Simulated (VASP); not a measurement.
# AgBiBrO (P4/nmm) in VASP: single point with r2SCAN

Aim: the single point of AgBiBrO with r2SCAN.

Program: VASP 6.6.1. These are calculated values, not measurements. Logs are shortened: lines on timing, memory, paths and dates and some standing lists are left out, and cuts for length are marked.

## 1. The cell of the first run

The structure is tetragonal, space group P4/nmm (No. 129). The conventional cell has a = 4.033 Å, b = 4.033 Å, c = 11.216 Å, α = 90.00°, β = 90.00°, γ = 90.00°. Within 3.1 Å of Bi (site symmetry 4mm) lie 4 O at 2.36 Å. Ag (site symmetry 4mm) has 5 Br at 2.82 to 2.93 Å within 3.7 Å. Within 3.7 Å of Br (site symmetry 4mm) lie 5 Ag at 2.82 to 2.93 Å and 1 Bi at 3.31 Å and 4 Br at 3.57 Å. Within 3.1 Å of O (site symmetry -4m2) lie 4 Bi at 2.36 Å and 4 O at 2.85 Å.

## 2. Single point, r2SCAN

Contents of POSCAR:

```
AgBiBrO
1.0
    4.0333800000      0.0000000000      0.0000000000
    0.0000000000      4.0333800000      0.0000000000
    0.0000000000      0.0000000000     11.2156530000
Bi Ag Br O
2 2 2 2
Direct
    0.2500000000      0.2500000000      0.8912000000
    0.7500000000      0.7500000000      0.1088000000
    0.2500000000      0.2500000000      0.3447000000
    0.7500000000      0.7500000000      0.6553000000
    0.2500000000      0.2500000000      0.5960000000
    0.7500000000      0.7500000000      0.4040000000
    0.7500000000      0.2500000000      0.0000000000
    0.2500000000      0.7500000000      0.0000000000
```

Contents of INCAR.step1:

```
ALGO = Normal
EDIFF = 1E-4
ENCUT = 520
GGA = PE
ISMEAR = -1
LASPH = True
LCHARG = False
LREAL = False
LWAVE = True
NBANDS = 49
NELM = 80
PREC = Accurate
SIGMA = 0.1
```

Contents of INCAR.step2:

```
ALGO = Normal
EDIFF = 1E-7
ENCUT = 520
ISIF = 2
ISMEAR = -1
ISTART = 1
LASPH = True
LCHARG = False
LMIXTAU = True
LREAL = False
LWAVE = False
METAGGA = R2SCAN
NBANDS = 49
NELM = 80
PREC = Accurate
SIGMA = 0.1
```

Contents of KPOINTS:

```
k-points
0
Gamma
  8 8 3
```

Potentials or basis: VASP PAW PBE potentials, release 64 (Bi_d, Ag, Br, O).

Started as:

```
$ cat potpaw_PBE.64/Bi_d/POTCAR potpaw_PBE.64/Ag/POTCAR potpaw_PBE.64/Br/POTCAR potpaw_PBE.64/O/POTCAR > POTCAR
$ cp INCAR.step1 INCAR
$ mpirun -np 1 vasp_std > vasp.out
$ cp INCAR.step2 INCAR
$ mpirun -np 1 vasp_std > vasp.out
```

OUTCAR:

```text
EDIFF = 1E-7
   ENCUT = 520
   ISIF = 2
   ISMEAR = -1
   ISTART = 1
   LASPH = True
   LREAL = False
   METAGGA = R2SCAN
   NELM = 80
   PREC = Accurate

 ion  position               nearest neighbor table
   1  0.250  0.250  0.891-   7 2.36   8 2.36   8 2.36   7 2.36   5 3.31   2 3.75   2 3.75   2 3.75
                             2 3.75
   2  0.750  0.750  0.109-   7 2.36   8 2.36   7 2.36   8 2.36   6 3.31   1 3.75   1 3.75   1 3.75
                             1 3.75
   3  0.250  0.250  0.345-   5 2.82   6 2.93   6 2.93   6 2.93   6 2.93
   4  0.750  0.750  0.655-   6 2.82   5 2.93   5 2.93   5 2.93   5 2.93
   5  0.250  0.250  0.596-   3 2.82   4 2.93   4 2.93   4 2.93   4 2.93   1 3.31
   6  0.750  0.750  0.404-   4 2.82   3 2.93   3 2.93   3 2.93   3 2.93   2 3.31
   7  0.750  0.250  0.000-   1 2.36   2 2.36   2 2.36   1 2.36
   8  0.250  0.750  0.000-   1 2.36   2 2.36   1 2.36   2 2.36

  LATTYP: Found a simple tetragonal cell.
 ALAT       =     4.0333800000
 C/A-ratio  =     2.7807082397

  Lattice vectors:

 A1 = (   4.0333800000,   0.0000000000,   0.0000000000)
 A2 = (   0.0000000000,   4.0333800000,   0.0000000000)
 A3 = (   0.0000000000,   0.0000000000,  11.2156530000)

Analysis of symmetry for initial positions (statically):
=====================================================================
 Subroutine PRICEL returns:
 Original cell was already a primitive cell.

 Routine SETGRP: Setting up the symmetry group for a
 simple tetragonal supercell.

 Subroutine GETGRP returns: Found 16 space group operations
 (whereof  4 operations were pure point group operations)
 out of a pool of 16 trial point group operations.

The static configuration has the point symmetry C_2h.
 The point group associated with its full space group is D_4h.

Analysis of symmetry for dynamics (positions and initial velocities):
=====================================================================
 Subroutine PRICEL returns:
 Original cell was already a primitive cell.

 Routine SETGRP: Setting up the symmetry group for a
 simple tetragonal supercell.

 Subroutine GETGRP returns: Found 16 space group operations
 (whereof  4 operations were pure point group operations)
 out of a pool of 16 trial point group operations.

The dynamic configuration has the point symmetry C_2h.
 The point group associated with its full space group is D_4h.

 Subroutine INISYM returns: Found 16 space group operations
 (whereof  4 operations are pure point group operations),
 and found     1 'primitive' translations

----------------------------------------------------------------------------------------

                                     Primitive cell

  volume of cell :     182.4580

  direct lattice vectors                    reciprocal lattice vectors
     4.033380000  0.000000000  0.000000000     0.247931016  0.000000000  0.000000000
     0.000000000  4.033380000  0.000000000     0.000000000  0.247931016  0.000000000
     0.000000000  0.000000000 11.215653000     0.000000000  0.000000000  0.089161104

  length of vectors
     4.033380000  4.033380000 11.215653000     0.247931016  0.247931016  0.089161104

  position of ions in fractional coordinates (direct lattice)
     0.250000000  0.250000000  0.891200000
     0.750000000  0.750000000  0.108800000
     0.250000000  0.250000000  0.344700000
     0.750000000  0.750000000  0.655300000
     0.250000000  0.250000000  0.596000000
     0.750000000  0.750000000  0.404000000
     0.750000000  0.250000000  0.000000000
     0.250000000  0.750000000  0.000000000

  ion indices of the primitive-cell ions
   primitive index   ion index
                 1           1
                 2           2
                 3           3
                 4           4
                 5           5
                 6           6
                 7           7
                 8           8

----------------------------------------------------------------------------------------

 KPOINTS: k-points

Automatic generation of k-mesh.
 Grid dimensions read from file:
 generate k-points for:    8    8    3

 Generating k-lattice:

  Cartesian coordinates                     Fractional coordinates (reciprocal lattice)
     0.030991377  0.000000000  0.000000000     0.125000000  0.000000000  0.000000000
     0.000000000  0.030991377  0.000000000     0.000000000  0.125000000  0.000000000
     0.000000000  0.000000000  0.029720368     0.000000000  0.000000000  0.333333333

  Length of vectors
     0.030991377  0.030991377  0.029720368

  Shift w.r.t. Gamma in fractional coordinates (k-lattice)
     0.000000000  0.000000000  0.000000000

 Subroutine IBZKPT returns following result:
 ===========================================

 Found     30 irreducible k-points:

 Following reciprocal coordinates:
            Coordinates               Weight
  0.000000  0.000000  0.000000      1.000000
  0.125000  0.000000  0.000000      4.000000
  0.250000  0.000000  0.000000      4.000000
  0.375000  0.000000  0.000000      4.000000
  0.500000  0.000000  0.000000      2.000000
  0.125000  0.125000  0.000000      4.000000
[... 16 lines left out ...]
  0.375000  0.125000  0.333333     16.000000
  0.500000  0.125000  0.333333      8.000000
 [... further k-points ...]
   k-points           NKPTS =     30   k-points in BZ     NKDIM =     30   number of bands    NBANDS=     49
   number of dos      NEDOS =    301   number of ions     NIONS =      8
   total plane-waves  NPLWV =  75600
   dimension x,y,z NGX =    30 NGY =   30 NGZ =   84
   dimension x,y,z NGXF=    60 NGYF=   60 NGZF=  168
   ions per type =               2   2   2   2
   NGX,Y,Z   is equivalent  to a cutoff of  12.37, 12.37, 12.45 a.u.
   NGXF,Y,Z  is equivalent  to a cutoff of  24.73, 24.73, 24.90 a.u.
 SYSTEM =  unknown system
   PREC   = accura    normal or accurate (medium, high low for compatibility)
   ISTART =      1    job   : 0-new  1-cont  2-samecut
   ICHARG =      0    charge: 1-file 2-atom 10-const
   ISPIN  =      1    spin polarized calculation?
   LNONCOLLINEAR =      F non collinear calculations
   LSORBIT =      F    spin-orbit coupling
   LASPH  =      T    aspherical Exc in radial PAW
   ENCUT  =  520.0 eV  38.22 Ry    6.18 a.u.   7.50  7.50 20.85*2*pi/ulx,y,z
   NELM   =     80;   NELMIN=  2; NELMDL=  0     # of ELM steps
   EDIFF  = 0.1E-06   stopping-criterion for ELM
   LREAL  =      F    real-space projection
   EDIFFG = 0.1E-05   stopping-criterion for IOM
   NSW    =      0    number of steps for IOM
   IBRION =     -1    ionic relax: 0-MD 1-quasi-New 2-CG
   NFREE  =      0    steps in history (QN), initial steepest desc. (CG)
   ISIF   =      2    stress and relaxation
   ISYM   =      2    0-nonsym 1-usesym 2-fastsym
   POTIM  = 0.5000    time-step for ionic-motion
   TEBEG  =    0.0;   TEEND  =   0.0 temperature during run
   PSTRESS=    0.0 pullay stress
   NELECT =      78.0000    total number of electrons
   NUPDOWN=      -1.0000    fix difference up-down
   EMIN   =  10.00;   EMAX   =-10.00  energy-range for DOS
   EFERMI =   0.00;   METHOD = LEGACY
   ISMEAR =    -1;   SIGMA  =   0.10  broadening in eV -4-tet -1-fermi 0-gaus
   EFERMI_NEDOS =   21; number of points for ismear=-14 and -15
   IALGO  =     38    algorithm
   IMIX   =      4    mixing-type and parameters
     AMIX     =   0.40;   BMIX     =  1.00
     AMIX_MAG =   1.60;   BMIX_MAG =  1.00
  volume/ion in A,a.u.               =      22.81       153.91
  Fermi-wavevector in a.u.,A,eV,Ry     =   1.233253  2.330510 20.693268  1.520912
  Thomas-Fermi vector in A             =   2.367990
   LORBIT       =      0    0 simple, 1 ext, 2 COOP (PROOUT), +10 PAW based schemes
   METAGGA = R2SCAN    functional components
   LHFCALC =     F    Hartree Fock is set to
   AEXX    =    0.0000 exact exchange contribution
   IVDW    =     0    specifies the selected vdW correction
   LEPSILON=     F    determine dielectric tensor
   LRPA    =     F    only Hartree local field effects (RPA)
 non-spin polarized calculation
  energy-cutoff  :      520.00
  volume of cell :      182.46
 maximum number of plane-waves:      4945
 NGX is ok and might be reduce to    30
   NGX = 15   NGY = 15   NGZ = 41

 number of electron      77.9999970 magnetization

 Free energy of the ion-electron system (eV)
  ---------------------------------------------------
  ext. energy  EPLUGINS =         0.00000000
  ---------------------------------------------------
  free energy    TOTEN  =      -201.73877785 eV

  energy without entropy =     -201.60784658  energy(sigma->0) =     -201.67331221

 E-fermi :   5.4885     XC(G=0): -10.3141

 val. band max:        5.4443799434   @ k =   0.3750   0.0000   0.0000
 cond. band min:       5.4948278721   @ k =   0.0000   0.0000   0.3333
 fundamental gap:      0.0504479287
 Fermi energy:         5.4884587509

 k-point     1 :       0.0000    0.0000    0.0000
  band No.  band energies     occupation
      1     -19.5135      2.00000
      2     -19.3398      2.00000
      3     -19.3398      2.00000
      4     -19.3386      2.00000
      5     -19.3125      2.00000
      6     -19.2789      2.00000
[... 41 lines left out ...]
     48      11.4715      0.00000
     49      11.5725      0.00000

 k-point     2 :       0.1250    0.0000    0.0000
  band No.  band energies     occupation
      1     -19.5109      2.00000
      2     -19.3387      2.00000
      3     -19.3384      2.00000
      4     -19.3299      2.00000
      5     -19.3173      2.00000
      6     -19.2929      2.00000
[... 41 lines left out ...]
     48      11.6611      0.00000
     49      11.8307      0.00000

 k-point     3 :       0.2500    0.0000    0.0000
  band No.  band energies     occupation
      1     -19.5032      2.00000
      2     -19.3555      2.00000
      3     -19.3344      2.00000
      4     -19.3335      2.00000
      5     -19.3082      2.00000
      6     -19.3047      2.00000
[... 41 lines left out ...]
     48      11.8002      0.00000
     49      12.2309      0.00000

 k-point     4 :       0.3750    0.0000    0.0000
  band No.  band energies     occupation
      1     -19.4874      2.00000
      2     -19.4107      2.00000
      3     -19.3280      2.00000
      4     -19.3261      2.00000
      5     -19.3107      2.00000
      6     -19.3080      2.00000
[... 977 lines left out ...]
     48      11.7298      0.00000
     49      12.1478      0.00000

 k-point    23 :       0.3750    0.1250    0.3333
  band No.  band energies     occupation
      1     -19.4930      2.00000
      2     -19.4254      2.00000
      3     -19.3237      2.00000
      4     -19.3188      2.00000
      5     -19.3091      2.00000
      6     -19.2985      2.00000
[... 41 lines left out ...]
     48      10.7945      0.00000
     49      12.0104      0.00000

 k-point    24 :       0.5000    0.1250    0.3333
  band No.  band energies     occupation
      1     -19.4673      2.00000
      2     -19.4673      2.00000
      3     -19.3155      2.00000
      4     -19.3155      2.00000
      5     -19.3102      2.00000
      6     -19.3102      2.00000
[... 41 lines left out ...]
     48      10.4881      0.00000
     49      11.9336      0.00000

 [... further k-points ...]
[... 5 lines left out ...]
  --------------------------------------------------------------------------------------
  -------------------------------------------------------------------------------------
  Total       -2.0795107     -2.0795107      1.6209649      0.0000000      0.0000000     -0.0000000
  in kB      -18.2603412    -18.2603412     14.2338163      0.0000000      0.0000000     -0.0000000
  external PRESSURE =      -7.4289553 kB  Pullay stress =       0.0000000 kB

 VOLUME and BASIS-vectors are now :
 -----------------------------------------------------------------------------
  energy-cutoff  :      520.00
  volume of cell :      182.46
      direct lattice vectors                 reciprocal lattice vectors
     4.033380000  0.000000000  0.000000000     0.247931016  0.000000000  0.000000000
     0.000000000  4.033380000  0.000000000     0.000000000  0.247931016  0.000000000
     0.000000000  0.000000000 11.215653000     0.000000000  0.000000000  0.089161104

 POSITION                                       TOTAL-FORCE (eV/Angst)
 -----------------------------------------------------------------------------------
      1.00835      1.00835      9.99539         0.000000      0.000000     -0.254782
      3.02503      3.02503      1.22026        -0.000000     -0.000000      0.254782
      1.00835      1.00835      3.86604         0.000000     -0.000000     -0.290839
      3.02503      3.02503      7.34962        -0.000000      0.000000      0.290839
      1.00835      1.00835      6.68453         0.000000      0.000000      0.648141
      3.02503      3.02503      4.53112        -0.000000      0.000000     -0.648141
      3.02503      1.00835      0.00000        -0.000000      0.000000      0.000000
      1.00835      3.02503      0.00000        -0.000000      0.000000      0.000000
 -----------------------------------------------------------------------------------
    total drift:                                0.000000      0.000000     -0.000000

  FREE ENERGIE OF THE ION-ELECTRON SYSTEM (eV)
  ---------------------------------------------------
  free  energy   TOTEN  =      -201.7387778500 eV

  energy  without entropy=     -201.6078465798  energy(sigma->0) =     -201.67331221
```

Run time: 11 min. Hardware: 1 thread of Intel Xeon Platinum 8488C (Sapphire Rapids), shared host; peak memory 0.45 GiB.

Results:

```
Free energy            : -201.7388 eV
Pressure               : -0.7 GPa
Largest force          : 0.648 eV/Å
Band gap on the k mesh : zero (bands 39 and 40 overlap by 0.62 eV)
```

Forces on the atoms (eV/Å):
```
Bi   0.000  0.000 -0.255
Bi   0.000  0.000  0.255
Ag   0.000  0.000 -0.291
Ag   0.000  0.000  0.291
Br   0.000  0.000  0.648
Br   0.000  0.000 -0.648
O    0.000  0.000  0.000
O    0.000  0.000  0.000
```

Stress tensor (GPa, compression positive):
```
-1.83  0.00  0.00
 0.00 -1.83  0.00
 0.00  0.00  1.42
```

Levels at points of the mesh, in eV from the Fermi level:
| k point | band 37 | band 38 | band 39 | band 40 | band 41 | band 42 |
| --- | --- | --- | --- | --- | --- | --- |
| (0.00, 0.00, 0.00) | -2.96 | -2.96 | -0.80 | -0.39 | 1.74 | 1.77 |
| (0.50, 0.00, 0.00) | -1.71 | -1.71 | -0.12 | -0.12 | 2.27 | 2.27 |
| (0.50, 0.50, 0.00) | -2.85 | -2.85 | -0.13 | -0.13 | 0.77 | 0.77 |

Caveat: the PAW data sets were made with another functional, which shifts forces and pressure a little; spin-orbit coupling is left out, which moves the levels of the heavy elements.
